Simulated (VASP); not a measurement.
# Cr (I4/mmm) in VASP: further runs

The runs below take Cr through single point, with PBE.

Everything below comes from runs of VASP 6.6.1. Logs are shortened: lines on timing, memory, paths and dates and some standing lists are left out, and cuts for length are marked.

**1. The cell of the first run**

It takes space group I4/mmm (No. 139, tetragonal). The conventional cell has a = 2.965 Å, b = 2.965 Å, c = 2.728 Å, α = 90.00°, β = 90.00°, γ = 90.00°. Within 3.3 Å of Cr (site symmetry 4/mmm) lie 14 Cr at 2.50 to 2.97 Å.

**2. Single point, PBE**

Input file INCAR:

```
PREC = Accurate
ENCUT = 520
EDIFF = 1E-6
ISMEAR = 0
SIGMA = 0.15
LREAL = F
LASPH = T
NELM = 60
ALGO = Fast
ISIF = 2
LWAVE = F
LCHARG = F
GGA = PE
NBANDS = 12
```

Input file KPOINTS:

```
regular mesh
0
Gamma
  26 26 26
```

Input file POSCAR:

```
Cr
1.0
   -1.4825895190      1.4825895190      1.3639823574
    1.4825895190     -1.4825895190      1.3639823574
    1.4825895190      1.4825895190     -1.3639823574
Cr
1
Direct
    0.0000000000      0.0000000000      0.0000000000
```

Potentials or basis: VASP PAW PBE potentials, release 64 (Cr_pv).

Started as:

```
> cat potpaw_PBE.64/Cr_pv/POTCAR > POTCAR
> mpirun -np 1 vasp_std > vasp.out
```

OUTCAR:

```text
PREC = Accurate
   ENCUT = 520
   EDIFF = 1E-6
   ISMEAR = 0
   LREAL = F
   LASPH = T
   NELM = 60
   ISIF = 2
   GGA = PE

 ion  position               nearest neighbor table
   1  0.000  0.000  0.000-

  LATTYP: Found a body centered tetragonal cell.
 ALAT       =     2.9651790380
 C/A-ratio  =     0.9199999999

  Lattice vectors:

 A1 = (  -1.4825895190,   1.4825895190,   1.3639823574)
 A2 = (   1.4825895190,  -1.4825895190,   1.3639823574)
 A3 = (   1.4825895190,   1.4825895190,  -1.3639823574)

Analysis of symmetry for initial positions (statically):
=====================================================================
 Subroutine PRICEL returns:
 Original cell was already a primitive cell.

 Routine SETGRP: Setting up the symmetry group for a
 body centered tetragonal supercell.

 Subroutine GETGRP returns: Found 16 space group operations
 (whereof 16 operations were pure point group operations)
 out of a pool of 16 trial point group operations.

The static configuration has the point symmetry D_4h.

Analysis of symmetry for dynamics (positions and initial velocities):
=====================================================================
 Subroutine PRICEL returns:
 Original cell was already a primitive cell.

 Routine SETGRP: Setting up the symmetry group for a
 body centered tetragonal supercell.

 Subroutine GETGRP returns: Found 16 space group operations
 (whereof 16 operations were pure point group operations)
 out of a pool of 16 trial point group operations.

The dynamic configuration has the point symmetry D_4h.

 Subroutine INISYM returns: Found 16 space group operations
 (whereof 16 operations are pure point group operations),
 and found     1 'primitive' translations

----------------------------------------------------------------------------------------

                                     Primitive cell

  volume of cell :      11.9925

  direct lattice vectors                    reciprocal lattice vectors
    -1.482589519  1.482589519  1.363982357     0.000000000  0.337247764  0.366573656
     1.482589519 -1.482589519  1.363982357     0.337247764  0.000000000  0.366573656
     1.482589519  1.482589519 -1.363982357     0.337247764  0.337247764  0.000000000

  length of vectors
     2.501317900  2.501317900  2.501317900     0.498108723  0.498108723  0.476940362

  position of ions in fractional coordinates (direct lattice)
     0.000000000  0.000000000  0.000000000

  ion indices of the primitive-cell ions
   primitive index   ion index
                 1           1

----------------------------------------------------------------------------------------

 KPOINTS: regular mesh

Automatic generation of k-mesh.
 Grid dimensions read from file:
 generate k-points for:   26   26   26

 Generating k-lattice:

  Cartesian coordinates                     Fractional coordinates (reciprocal lattice)
     0.000000000  0.012971068  0.014098987     0.038461538 -0.000000000  0.000000000
     0.012971068  0.000000000  0.014098987    -0.000000000  0.038461538  0.000000000
     0.012971068  0.012971068  0.000000000     0.000000000  0.000000000  0.038461538

  Length of vectors
     0.019158028  0.019158028  0.018343860

  Shift w.r.t. Gamma in fractional coordinates (k-lattice)
     0.000000000  0.000000000  0.000000000

 Subroutine IBZKPT returns following result:
 ===========================================

 Found   1330 irreducible k-points:

 Following reciprocal coordinates:
            Coordinates               Weight
  0.000000  0.000000  0.000000      1.000000
  0.038462 -0.000000  0.000000      8.000000
  0.076923 -0.000000  0.000000      8.000000
  0.115385  0.000000  0.000000      8.000000
  0.153846 -0.000000  0.000000      8.000000
  0.192308 -0.000000  0.000000      8.000000
[... 16 lines left out ...]
  0.346154  0.038462  0.000000     16.000000
  0.384615  0.038462  0.000000     16.000000
 [... further k-points ...]
   k-points           NKPTS =   1330   k-points in BZ     NKDIM =   1330   number of bands    NBANDS=     12
   number of dos      NEDOS =    301   number of ions     NIONS =      1
   total plane-waves  NPLWV =   8000
   dimension x,y,z NGX =    20 NGY =   20 NGZ =   20
   dimension x,y,z NGXF=    40 NGYF=   40 NGZF=   40
   ions per type =               1
   NGX,Y,Z   is equivalent  to a cutoff of  13.29, 13.29, 13.29 a.u.
   NGXF,Y,Z  is equivalent  to a cutoff of  26.59, 26.59, 26.59 a.u.
 SYSTEM =  unknown system
   PREC   = accura    normal or accurate (medium, high low for compatibility)
   ISTART =      0    job   : 0-new  1-cont  2-samecut
   ICHARG =      2    charge: 1-file 2-atom 10-const
   ISPIN  =      1    spin polarized calculation?
   LNONCOLLINEAR =      F non collinear calculations
   LSORBIT =      F    spin-orbit coupling
   LASPH  =      T    aspherical Exc in radial PAW
   ENCUT  =  520.0 eV  38.22 Ry    6.18 a.u.   4.65  4.65  4.65*2*pi/ulx,y,z
   NELM   =     60;   NELMIN=  2; NELMDL= -5     # of ELM steps
   EDIFF  = 0.1E-05   stopping-criterion for ELM
   LREAL  =      F    real-space projection
   EDIFFG = 0.1E-04   stopping-criterion for IOM
   NSW    =      0    number of steps for IOM
   IBRION =     -1    ionic relax: 0-MD 1-quasi-New 2-CG
   NFREE  =      0    steps in history (QN), initial steepest desc. (CG)
   ISIF   =      2    stress and relaxation
   ISYM   =      2    0-nonsym 1-usesym 2-fastsym
   POTIM  = 0.5000    time-step for ionic-motion
   TEBEG  =    0.0;   TEEND  =   0.0 temperature during run
   PSTRESS=    0.0 pullay stress
   NELECT =      12.0000    total number of electrons
   NUPDOWN=      -1.0000    fix difference up-down
   EMIN   =  10.00;   EMAX   =-10.00  energy-range for DOS
   EFERMI =   0.00;   METHOD = LEGACY
   ISMEAR =     0;   SIGMA  =   0.15  broadening in eV -4-tet -1-fermi 0-gaus
   EFERMI_NEDOS =   21; number of points for ismear=-14 and -15
   IALGO  =     68    algorithm
   IMIX   =      4    mixing-type and parameters
     AMIX     =   0.40;   BMIX     =  1.00
     AMIX_MAG =   1.60;   BMIX_MAG =  1.00
  volume/ion in A,a.u.               =      11.99        80.93
  Fermi-wavevector in a.u.,A,eV,Ry     =   1.637439  3.094310 36.480015  2.681205
  Thomas-Fermi vector in A             =   2.728578
[... 46 lines left out ...]

 k-point     2 :       0.0385   -0.0000    0.0000
  band No.  band energies     occupation
      1     -32.3397      2.00000
      2     -32.3373      2.00000
      3     -32.2868      2.00000
      4       2.7947      2.00000
      5       9.1746      2.00000
      6       9.8558      2.00000
      7       9.8670      2.00000
      8      11.1320      0.00000
      9      11.8277      0.00000
     10      17.5491      0.00000
     11      31.7929      0.00000
     12      31.8847      0.00000

 k-point     3 :       0.0769   -0.0000    0.0000
  band No.  band energies     occupation
      1     -32.3654      2.00000
      2     -32.3489      2.00000
      3     -32.2989      2.00000
      4       2.9881      2.00000
      5       9.1902      2.00000
      6       9.8271      2.00000
      7       9.8977      2.00000
      8      11.1439      0.00000
      9      11.7661      0.00000
     10      17.5491      0.00000
     11      31.6071      0.00000
     12      32.0063      0.00000

 k-point     4 :       0.1154    0.0000    0.0000
  band No.  band energies     occupation
      1     -32.4171      2.00000
      2     -32.3675      2.00000
      3     -32.3076      2.00000
      4       3.3020      2.00000
      5       9.1609      2.00000
      6       9.7668      2.00000
      7      10.0072      1.99997
      8      11.1713      0.00000
      9      11.6867      0.00000
     10      17.5490      0.00000
     11      31.1806      0.00000
     12      32.1926      0.00000

 k-point     5 :       0.1538   -0.0000    0.0000
  band No.  band energies     occupation
      1     -32.4901      2.00000
      2     -32.3920      2.00000
      3     -32.3135      2.00000
      4       3.7220      2.00000
      5       9.0621      2.00000
      6       9.6680      2.00000
      7      10.2234      1.96584
      8      11.2222      0.00000
      9      11.6140      0.00000
     10      17.5489      0.00000
     11      30.3896      0.00000
     12      31.7918      0.00000

 k-point     6 :       0.1923   -0.0000    0.0000
  band No.  band energies     occupation
      1     -32.5774      2.00000
      2     -32.4208      2.00000
      3     -32.3186      2.00000
      4       4.2250      2.00000
      5       8.9107      2.00000
      6       9.5423      2.00000
      7      10.5316      0.43097
      8      11.2990      0.00000
      9      11.5680      0.00000
     10      17.5488      0.00000
     11      29.2757      0.00000
     12      31.0721      0.00000

 k-point     7 :       0.2308   -0.0000    0.0000
  band No.  band energies     occupation
      1     -32.6729      2.00000
      2     -32.4524      2.00000
      3     -32.3234      2.00000
      4       4.7734      2.00000
      5       8.7319      2.00000
      6       9.4298      2.00000
      7      10.9062      0.00002
      8      11.3852      0.00000
      9      11.5684      0.00000
     10      17.5485      0.00000
     11      27.9617      0.00000
     12      30.3226      0.00000

 k-point     8 :       0.2692   -0.0000    0.0000
  band No.  band energies     occupation
      1     -32.7705      2.00000
      2     -32.4847      2.00000
      3     -32.3281      2.00000
      4       5.3082      2.00000
      5       8.5452      2.00000
      6       9.3987      2.00000
      7      11.3227      0.00000
      8      11.4400      0.00000
      9      11.6451      0.00000
     10      17.5483      0.00000
     11      26.5476      0.00000
     12      29.5634      0.00000
[... 166 lines left out ...]
 k-point    20 :       0.2308    0.0385   -0.0000
  band No.  band energies     occupation
      1     -32.7293      2.00000
      2     -32.4667      2.00000
      3     -32.3342      2.00000
      4       5.1088      2.00000
      5       8.6393      2.00000
      6       9.3526      2.00000
      7      11.1362      0.00000
      8      11.3769      0.00000
      9      11.6729      0.00000
     10      17.5484      0.00000
     11      27.2013      0.00000
     12      29.8457      0.00000

 k-point    21 :       0.2692    0.0385    0.0000
  band No.  band energies     occupation
      1     -32.8239      2.00000
      2     -32.4997      2.00000
      3     -32.3384      2.00000
      4       5.6037      2.00000
      5       8.4540      2.00000
      6       9.3925      2.00000
      7      11.3802      0.00000
      8      11.5780      0.00000
      9      11.8156      0.00000
     10      17.5480      0.00000
     11      25.7721      0.00000
     12      29.1052      0.00000

 k-point    22 :       0.3077    0.0385    0.0000
  band No.  band energies     occupation
      1     -32.9119      2.00000
      2     -32.5306      2.00000
      3     -32.3421      2.00000
      4       5.9652      2.00000
      5       8.2827      2.00000
      6       9.6249      2.00000
      7      11.4164      0.00000
      8      11.9376      0.00000
      9      12.0370      0.00000
     10      17.5475      0.00000
     11      24.3438      0.00000
     12      28.4171      0.00000

 k-point    23 :       0.3462    0.0385    0.0000
  band No.  band energies     occupation
      1     -32.9885      2.00000
      2     -32.5578      2.00000
      3     -32.3453      2.00000
      4       6.1604      2.00000
      5       8.1351      2.00000
      6      10.0556      1.99978
      7      11.4701      0.00000
      8      12.0759      0.00000
      9      12.4502      0.00000
     10      17.5467      0.00000
     11      22.9824      0.00000
     12      27.8233      0.00000

 k-point    24 :       0.3846    0.0385    0.0000
  band No.  band energies     occupation
      1     -33.0493      2.00000
      2     -32.5797      2.00000
      3     -32.3476      2.00000
      4       6.2289      2.00000
      5       8.0191      2.00000
      6      10.5804      0.21233
      7      11.5444      0.00000
      8      12.1860      0.00000
      9      12.8237      0.00000
     10      17.5453      0.00000
     11      21.7704      0.00000
     12      27.3535      0.00000

 [... further k-points ...]
[... 5 lines left out ...]
  --------------------------------------------------------------------------------------
  -------------------------------------------------------------------------------------
  Total       -1.2680581     -1.2680581      0.6991933      0.0000000      0.0000000     -0.0000000
  in kB     -169.4100411   -169.4100411     93.4108285      0.0000000      0.0000000     -0.0000000
  external PRESSURE =     -81.8030846 kB  Pullay stress =       0.0000000 kB

 VOLUME and BASIS-vectors are now :
 -----------------------------------------------------------------------------
  energy-cutoff  :      520.00
  volume of cell :       11.99
      direct lattice vectors                 reciprocal lattice vectors
    -1.482589519  1.482589519  1.363982357     0.000000000  0.337247764  0.366573656
     1.482589519 -1.482589519  1.363982357     0.337247764  0.000000000  0.366573656
     1.482589519  1.482589519 -1.363982357     0.337247764  0.337247764  0.000000000

 POSITION                                       TOTAL-FORCE (eV/Angst)
 -----------------------------------------------------------------------------------
      0.00000      0.00000      0.00000        -0.000000      0.000000      0.000000
 -----------------------------------------------------------------------------------
    total drift:                                0.000000     -0.000000      0.000000

  FREE ENERGIE OF THE ION-ELECTRON SYSTEM (eV)
  ---------------------------------------------------
  free  energy   TOTEN  =        -9.4502883729 eV

  energy  without entropy=       -9.4411217648  energy(sigma->0) =       -9.44570507
```

Run time: 2.8 min. Hardware: 1 thread of AMD EPYC 7R43 (Zen 3), shared host; peak memory 0.25 GiB.

What came out:

| Property | Result |
| --- | --- |
| Free energy | -9.4503 eV |
| Pressure | -8.2 GPa |
| Band gap on the k mesh | zero (band 6 reaches 12.73 eV, above the bottom of band 7 at 9.65 eV) |

Levels at points of the mesh, in eV from the Fermi level:
| k point | band 2 | band 3 | band 4 | band 5 | band 6 | band 7 | band 8 | band 9 | band 10 | band 11 |
| --- | --- | --- | --- | --- | --- | --- | --- | --- | --- | --- |
| (0.00, 0.00, 0.00) | -42.78 | -42.73 | -7.72 | -1.29 | -0.58 | -0.58 | 0.68 | 1.40 | 7.10 | 21.39 |
| (0.50, 0.00, 0.00) | -43.05 | -42.79 | -4.26 | -2.56 | 1.06 | 1.31 | 1.79 | 2.68 | 7.09 | 9.79 |
| (0.50, 0.50, 0.00) | -42.95 | -42.76 | -4.20 | -1.76 | 0.55 | 0.59 | 1.19 | 2.63 | 7.09 | 8.96 |
| (0.50, 0.50, 0.50) | -43.38 | -43.20 | -4.20 | -3.96 | 2.29 | 2.29 | 2.42 | 7.10 | 9.29 | 9.29 |

Caveat: the run has no spin polarisation, though such a crystal can be magnetic. Spin polarisation is off, so any magnetic state and its effect on volume and gap are missing.

**3. Single point, PBE**

Input file INCAR:

```
SYSTEM = Cr
  PREC = Accurate
  ENCUT = 520
  EDIFF = 1E-6
  ISMEAR = 0
  SIGMA = 0.15
  LREAL = .FALSE.
  LASPH = .TRUE.
  NELM = 60
  ALGO = Fast
  ISIF = 2
  LWAVE = .FALSE.
  LCHARG = .FALSE.
  GGA = PE
  NBANDS = 12
```

Input file KPOINTS:

```
regular mesh
0
G
  26 26 26
  0 0 0
```

Input file POSCAR:

```
Cr
1.0
   -1.3968592230      1.3968592230      1.5365451453
    1.3968592230     -1.3968592230      1.5365451453
    1.3968592230      1.3968592230     -1.5365451453
Cr
1
Direct
    0.0000000000      0.0000000000      0.0000000000
```

Potentials or basis: VASP PAW PBE potentials, release 64 (Cr_pv).

Started as:

```
> cat potpaw_PBE.64/Cr_pv/POTCAR > POTCAR
> mpirun -np 1 vasp_std > vasp.out
```

Wall time 4.1 min (1 thread of AMD EPYC 7R43 (Zen 3), shared host); peak memory 0.25 GiB.

Results (log left out):

```yaml
Free_energy: -9.4392 eV
Pressure: -8.0 GPa
Band_gap_on_the_k_mesh: zero (band 6 reaches 12.67 eV, above the bottom of band 7 at 9.86 eV)
```

Stress tensor (GPa, compression positive):
```
  0.80   0.00   0.00
  0.00   0.80   0.00
  0.00   0.00 -25.51
```

Levels at points of the mesh, in eV from the Fermi level:
| k point | band 4 | band 5 | band 6 | band 7 | band 8 | band 9 |
| --- | --- | --- | --- | --- | --- | --- |
| (0.00, 0.00, 0.00) | -7.72 | -1.03 | -1.03 | -0.35 | 0.66 | 1.38 |
| (0.50, 0.00, 0.00) | -4.21 | -1.99 | 0.57 | 0.79 | 1.54 | 2.61 |
| (0.50, 0.50, 0.00) | -4.29 | -2.86 | 1.57 | 1.61 | 1.68 | 2.74 |
| (0.50, 0.50, 0.50) | -4.21 | -3.93 | 2.22 | 2.38 | 2.38 | 7.09 |

Caveat: the run has no spin polarisation, though such a crystal can be magnetic. Spin polarisation is off, so any magnetic state and its effect on volume and gap are missing.

**4. Single point, PBE**

This run uses another cell than the first one, of the same volume but with other edges.

Input file INCAR:

```
SYSTEM = Cr
ALGO = Fast
EDIFF = 1E-6
ENCUT = 520
GGA = PE
ISIF = 2
ISMEAR = 0
LASPH = .TRUE.
LCHARG = .FALSE.
LREAL = .FALSE.
LWAVE = .FALSE.
NBANDS = 12
NELM = 100
PREC = Accurate
SIGMA = 0.15
```

Input file KPOINTS:

```
k-points
0
G
  26 26 26
  0 0 0
```

Input file POSCAR:

```
Cr
1.0
   -1.6646096801      1.6646096801      1.0819962920
    1.6646096801     -1.6646096801      1.0819962920
    1.6646096801      1.6646096801     -1.0819962920
Cr
1
Direct
    0.0000000000      0.0000000000      0.0000000000
```

Started as:

```
> cat potpaw_PBE.64/Cr_pv/POTCAR > POTCAR
> mpirun -np 1 vasp_std > vasp.out
```

Run time: 5 min. Hardware: 1 thread of AMD EPYC 7R43 (Zen 3), shared host; peak memory 0.25 GiB.

Results (log left out):

* Free energy: -8.8280 eV
* Pressure: 9.8 GPa
* Band gap on the k mesh: zero (band 6 reaches 13.14 eV, above the bottom of band 7 at 9.46 eV)

Stress tensor (GPa, compression positive):
```
-9.26  0.00  0.00
 0.00 -9.26  0.00
 0.00  0.00 47.84
```

Levels at points of the mesh, in eV from the Fermi level:
```
           k point  band 3  band 4  band 5  band 6  band 7  band 8  band 9  band 10
(0.00, 0.00, 0.00)  -42.13   -7.81   -2.86   -2.23    1.47    1.47    1.61     7.23
(0.50, 0.00, 0.00)  -43.00   -4.36   -3.38    0.65    1.80    3.12    3.41     7.23
(0.50, 0.50, 0.00)  -42.20   -4.32   -2.07   -1.30    0.17    1.16    2.85     6.77
(0.50, 0.50, 0.50)  -42.27   -4.69   -4.02    2.45    2.71    2.71    5.47     5.47
```

Caveat: the run has no spin polarisation, though such a crystal can be magnetic. Spin polarisation is off, so any magnetic state and its effect on volume and gap are missing.

**5. Overview**

```tsv
cell	gap on the mesh (eV)	pressure (GPa)
a = 2.501 Å, angles 107.3, 107.3, 113.9°, 1 atom	none	-8.2
a = 2.503 Å, angles 112.1, 112.1, 104.2°, 1 atom	none	-8.0
a = 2.591 Å, angles 100.0, 100.0, 130.6°, 1 atom	none	9.8
```

Alike in all rows: task single point; level PBE; potentials or basis VASP PAW PBE potentials, release 64 (Cr_pv); no spin polarisation; k mesh 26 × 26 × 26; cutoff (eV) 520; smearing gaussian 0.15 eV.

Caveats: the run has no spin polarisation, though such a crystal can be magnetic.

Absolute energies hang on the potentials; compare differences alone.
